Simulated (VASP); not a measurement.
In: single point with PBE

In:

```
CELL_PARAMETERS angstrom
-1.62547 1.62547 2.42423
1.62547 -1.62547 2.42423
1.62547 1.62547 -2.42423
ATOMIC_POSITIONS crystal
In 0.00000 0.00000 0.00000
```

* Program: VASP 6.6.1
* Task: single point
* Functional: PBE
* Potentials or basis: VASP PAW PBE potentials, release 64 (In_d)
* Cutoff: 520 eV
* k mesh: 10 × 10 × 10
* Occupations: fermi-dirac, width 0.05 eV
* Spin: no spin polarisation

```json
{
 "Pressure": "2.9 GPa"
}
```

Stress tensor (GPa, compression positive):
```
3.62 0.00 0.00
0.00 3.62 0.00
0.00 0.00 1.55
```

Levels at points of the mesh, in eV from the Fermi level:
| k point | band 4 | band 5 | band 6 | band 7 | band 8 | band 9 |
| --- | --- | --- | --- | --- | --- | --- |
| (0.00, 0.00, 0.00) | -14.53 | -14.45 | -9.70 | 10.73 | 10.73 | 10.86 |
| (0.50, 0.00, 0.00) | -14.34 | -14.31 | -4.33 | -3.48 | 7.92 | 9.10 |
| (0.50, 0.50, 0.00) | -14.31 | -14.24 | -2.10 | -1.73 | 3.70 | 4.00 |
| (0.50, 0.50, 0.50) | -14.29 | -14.29 | -2.68 | -2.64 | 4.58 | 4.58 |

Wall time 24 s on 1 thread of Intel Xeon 6975P-C, on a shared host, peak memory 0.17 GiB.

Caveat: spin-orbit coupling is left out, which moves the levels of the heavy elements.
